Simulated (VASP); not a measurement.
# Ge (Fd-3m) in VASP: notebook, part 2 of 2

VASP 6.6.1. Earlier steps stand in the parts before.

### Step 4. Single point, PBE+D4, collinear spin (volume scaled by 0.96)

Input file INCAR:

```
  PREC = Accurate
  ENCUT = 520
  EDIFF = 1E-7
  ISMEAR = -1
  SIGMA = 0.1
  LREAL = F
  LASPH = T
  NELM = 150
  ALGO = Normal
  ISIF = 2
  LWAVE = F
  LCHARG = T
  ISPIN = 2
  MAGMOM = 1 0
  LORBIT = 11
  NUPDOWN = 1.0
  GGA = PE
  IVDW = 13
  LELF = T
  LVHAR = T
  NBANDS = 25
```

Input file KPOINTS:

```
Automatic mesh
0
Gamma
  8 8 8
```

Input file POSCAR:

```
Ge
1.0
    0.0000000000      2.7906767997      2.7906767997
    2.7906767997      0.0000000000      2.7906767997
    2.7906767997      2.7906767997      0.0000000000
Ge
2
Direct
    0.7500000000      0.7500000000      0.7500000000
    0.5000000000      0.5000000000      0.5000000000
```

Potentials or basis: VASP PAW PBE potentials, release 64 (Ge_d).

Run with:

```
$ cat potpaw_PBE.64/Ge_d/POTCAR > POTCAR
$ mpirun -np 1 vasp_std > vasp.out
```

OUTCAR:

```text
PREC = Accurate
   ENCUT = 520
   EDIFF = 1E-7
   ISMEAR = -1
   LREAL = F
   LASPH = T
   NELM = 150
   ISIF = 2
   ISPIN = 2
   LORBIT = 11
   NUPDOWN = 1.0
   GGA = PE
   IVDW = 13

 ion  position               nearest neighbor table
   1  0.750  0.750  0.750-   2 2.42   2 2.42   2 2.42   2 2.42
   2  0.500  0.500  0.500-   1 2.42   1 2.42   1 2.42   1 2.42

  LATTYP: Found a face centered cubic cell.
 ALAT       =     5.5813535994

  Lattice vectors:

 A1 = (   0.0000000000,   2.7906767997,   2.7906767997)
 A2 = (   2.7906767997,   0.0000000000,   2.7906767997)
 A3 = (   2.7906767997,   2.7906767997,   0.0000000000)

Analysis of symmetry for initial positions (statically):
=====================================================================
 Subroutine PRICEL returns:
 Original cell was already a primitive cell.

 Routine SETGRP: Setting up the symmetry group for a
 face centered cubic supercell.

 Subroutine GETGRP returns: Found 48 space group operations
 (whereof 24 operations were pure point group operations)
 out of a pool of 48 trial point group operations.

The static configuration has the point symmetry T_d .
 The point group associated with its full space group is O_h .

Analysis of symmetry for dynamics (positions and initial velocities):
=====================================================================
 Subroutine PRICEL returns:
 Original cell was already a primitive cell.

 Routine SETGRP: Setting up the symmetry group for a
 face centered cubic supercell.

 Subroutine GETGRP returns: Found 48 space group operations
 (whereof 24 operations were pure point group operations)
 out of a pool of 48 trial point group operations.

The dynamic configuration has the point symmetry T_d .
 The point group associated with its full space group is O_h .

Analysis of structural, dynamic, and magnetic symmetry:
[... 152 lines left out ...]
  ---------------------------------------------------
  ext. energy  EPLUGINS =         0.00000000
  ---------------------------------------------------
  free energy    TOTEN  =        -7.76063916 eV

  energy without entropy =       -7.72015914  energy(sigma->0) =       -7.74039915

 E-fermi :   3.6246     XC(G=0): -10.1987

 val. band max:        6.8521841722   @ k =  -0.2500   0.1250   0.0000
 cond. band min:       3.6879201742   @ k =   0.5000   0.1250   0.0000
 fundamental gap:     -3.1642639980
 Fermi energy:         6.8580742421

 spin component 1

 k-point     1 :       0.0000    0.0000    0.0000
  band No.  band energies     occupation
      1     -19.6757      1.00000
      2     -19.6757      1.00000
      3     -19.6757      1.00000
      4     -19.6318      1.00000
      5     -19.6318      1.00000
      6     -19.3980      1.00000
[... 661 lines left out ...]
     24      21.9462      0.00000
     25      23.1791      0.00000

 [... further k-points ...]

 spin component 2

 k-point     1 :       0.0000    0.0000    0.0000
  band No.  band energies     occupation
      1     -19.6079      1.00000
      2     -19.6079      1.00000
      3     -19.6079      1.00000
      4     -19.5670      1.00000
      5     -19.5670      1.00000
      6     -19.3360      1.00000
[... 661 lines left out ...]
     24      22.4671      0.00000
     25      23.7314      0.00000

 [... further k-points ...]

------------------------ aborting loop because EDIFF is reached ----------------------------------------

  DFT-D4 for vdW energy calculation

  Edisp (eV):   -0.68111

  FORCE on cell =-STRESS in cart. coord.  units (eV):
  Direction    XX          YY          ZZ          XY          YZ          ZX
  --------------------------------------------------------------------------------------
  -------------------------------------------------------------------------------------
  Total       2.46412     2.46412     2.46412     0.00000     0.00000     0.00000
  in kB      90.82659    90.82659    90.82659     0.00000     0.00000     0.00000
  external pressure =       90.83 kB  Pullay stress =        0.00 kB

 VOLUME and BASIS-vectors are now :
 -----------------------------------------------------------------------------
  energy-cutoff  :      520.00
  volume of cell :       43.47
      direct lattice vectors                 reciprocal lattice vectors
     0.000000000  2.790676800  2.790676800    -0.179168007  0.179168007  0.179168007
     2.790676800  0.000000000  2.790676800     0.179168007 -0.179168007  0.179168007
     2.790676800  2.790676800  0.000000000     0.179168007  0.179168007 -0.179168007

 POSITION                                       TOTAL-FORCE (eV/Angst)
 -----------------------------------------------------------------------------------
      4.18602      4.18602      4.18602         0.000000      0.000000      0.000000
      2.79068      2.79068      2.79068        -0.000000     -0.000000     -0.000000
 -----------------------------------------------------------------------------------
    total drift:                                0.000000      0.000000      0.000000

  FREE ENERGIE OF THE ION-ELECTRON SYSTEM (eV)
  ---------------------------------------------------
  free  energy   TOTEN  =        -8.4417506071 eV

  energy  without entropy=       -8.4012705920  energy(sigma->0) =       -8.42151060

 total charge

# of ion       s       p       d       tot
------------------------------------------
    1        1.178   1.220  10.043  12.441
    2        1.178   1.220  10.043  12.441
--------------------------------------------------
tot          2.356   2.440  20.086  24.882

 magnetization (x)

# of ion       s       p       d       tot
------------------------------------------
    1        0.052   0.199   0.034   0.285
    2        0.052   0.199   0.034   0.285
--------------------------------------------------
tot          0.104   0.398   0.068   0.570
```

It took 44 s on 1 thread of Intel Xeon 6975P-C (Granite Rapids), shared host; peak memory 0.2 GiB.

Results:

```
Free energy                                           : -8.4418 eV
Pressure                                              : 9.1 GPa
Net moment                                            : 1.00 μB per cell
Site moments                                          : Ge +0.28 μB
Valence electrons inside the program's atomic spheres : Ge 12.44
Dispersion energy per atom                            : -0.341 eV
```

Caveat: the total moment is fixed, so each spin has its own Fermi level.

### Step 5. Single point, PBE+D4, collinear spin (volume scaled by 0.98)

Input file INCAR:

```
PREC = Accurate
ENCUT = 520
EDIFF = 1E-6
ISMEAR = -1
SIGMA = 0.1
LREAL = False
LASPH = True
NELM = 150
ALGO = Normal
ISIF = 2
LWAVE = False
LCHARG = False
ISPIN = 2
MAGMOM = 1 0
LORBIT = 11
NUPDOWN = 1.0
GGA = PE
IVDW = 13
NBANDS = 25
```

KPOINTS is that of step 4.

Input file POSCAR:

```
Ge
1.0
    0.0000000000      2.8099234548      2.8099234548
    2.8099234548      0.0000000000      2.8099234548
    2.8099234548      2.8099234548      0.0000000000
Ge
2
Direct
    0.7500000000      0.7500000000      0.7500000000
    0.5000000000      0.5000000000      0.5000000000
```

Potentials or basis: VASP PAW PBE potentials, release 64 (Ge_d).

Run with:

```
$ cat potpaw_PBE.64/Ge_d/POTCAR > POTCAR
$ mpirun -np 1 vasp_std > vasp.out
```

OUTCAR:

```text
PREC = Accurate
   ENCUT = 520
   EDIFF = 1E-6
   ISMEAR = -1
   LREAL = False
   LASPH = True
   NELM = 150
   ISIF = 2
   ISPIN = 2
   LORBIT = 11
   NUPDOWN = 1.0
   GGA = PE
   IVDW = 13

 ion  position               nearest neighbor table
   1  0.750  0.750  0.750-   2 2.43   2 2.43   2 2.43   2 2.43
   2  0.500  0.500  0.500-   1 2.43   1 2.43   1 2.43   1 2.43

  LATTYP: Found a face centered cubic cell.
 ALAT       =     5.6198469096

  Lattice vectors:

 A1 = (   0.0000000000,   2.8099234548,   2.8099234548)
 A2 = (   2.8099234548,   0.0000000000,   2.8099234548)
 A3 = (   2.8099234548,   2.8099234548,   0.0000000000)

Analysis of symmetry for initial positions (statically):
=====================================================================
 Subroutine PRICEL returns:
 Original cell was already a primitive cell.

 Routine SETGRP: Setting up the symmetry group for a
 face centered cubic supercell.

 Subroutine GETGRP returns: Found 48 space group operations
[... 873 lines left out ...]
      6     -19.5140      1.00000
[... 661 lines left out ...]
     24      22.0765      0.00000
     25      23.3332      0.00000

 [... further k-points ...]

------------------------ aborting loop because EDIFF is reached ----------------------------------------

  DFT-D4 for vdW energy calculation

  Edisp (eV):   -0.66731

  FORCE on cell =-STRESS in cart. coord.  units (eV):
  Direction    XX          YY          ZZ          XY          YZ          ZX
  --------------------------------------------------------------------------------------
  -------------------------------------------------------------------------------------
  Total       1.98310     1.98310     1.98310     0.00000    -0.00000     0.00000
  in kB      71.60480    71.60480    71.60480     0.00000    -0.00000     0.00000
  external pressure =       71.60 kB  Pullay stress =        0.00 kB

 VOLUME and BASIS-vectors are now :
 -----------------------------------------------------------------------------
  energy-cutoff  :      520.00
  volume of cell :       44.37
      direct lattice vectors                 reciprocal lattice vectors
     0.000000000  2.809923455  2.809923455    -0.177940790  0.177940790  0.177940790
     2.809923455  0.000000000  2.809923455     0.177940790 -0.177940790  0.177940790
     2.809923455  2.809923455  0.000000000     0.177940790  0.177940790 -0.177940790

 POSITION                                       TOTAL-FORCE (eV/Angst)
 -----------------------------------------------------------------------------------
      4.21489      4.21489      4.21489         0.000000      0.000000      0.000000
      2.80992      2.80992      2.80992        -0.000000     -0.000000     -0.000000
 -----------------------------------------------------------------------------------
    total drift:                               -0.000000     -0.000000     -0.000000

  FREE ENERGIE OF THE ION-ELECTRON SYSTEM (eV)
  ---------------------------------------------------
  free  energy   TOTEN  =        -8.4885226580 eV

  energy  without entropy=       -8.4487705904  energy(sigma->0) =       -8.46864662

 total charge

# of ion       s       p       d       tot
------------------------------------------
    1        1.180   1.200  10.038  12.419
    2        1.180   1.200  10.038  12.419
--------------------------------------------------
tot          2.360   2.400  20.077  24.838

 magnetization (x)

# of ion       s       p       d       tot
------------------------------------------
    1        0.053   0.199   0.032   0.284
    2        0.053   0.199   0.032   0.283
--------------------------------------------------
tot          0.106   0.398   0.064   0.567
```

Wall time 34 s (1 thread of Intel Xeon 6975P-C (Granite Rapids), shared host); peak memory 0.2 GiB.

What came out:

| Property | Result |
| --- | --- |
| Free energy | -8.4885 eV |
| Pressure | 7.2 GPa |
| Net moment | 1.00 μB per cell |
| Site moments | Ge +0.28 μB |
| Valence electrons inside the program's atomic spheres | Ge 12.42 |
| Dispersion energy per atom | -0.334 eV |

Caveat: the total moment is fixed, so each spin has its own Fermi level.

### Step 6. Overview

```csv
level,spin,fixed moment (μB),cell,k mesh,smearing,pressure (GPa),moment (μB)
PBE,off,-,"a = 4.001 Å, angles 60.0°, 2 atoms",6 × 6 × 6,fermi-dirac 0.03 eV,3.6,-
PBE+D4,collinear,1.0,"a = 3.919 Å, angles 60.0°, 2 atoms",8 × 8 × 8,fermi-dirac 0.1 eV,10.6,1.00
PBE+D4,collinear,1.0,"a = 3.947 Å, angles 60.0°, 2 atoms",8 × 8 × 8,fermi-dirac 0.1 eV,9.1,1.00
PBE+D4,collinear,1.0,"a = 3.974 Å, angles 60.0°, 2 atoms",8 × 8 × 8,fermi-dirac 0.1 eV,7.2,1.00
```

Alike in all rows: task single point; potentials or basis VASP PAW PBE potentials, release 64 (Ge_d); cutoff (eV) 520.

Caveats: the total moment is fixed, so each spin has its own Fermi level (some runs).

Total energies depend on the potentials used, so only differences within one code and one set of settings carry meaning.
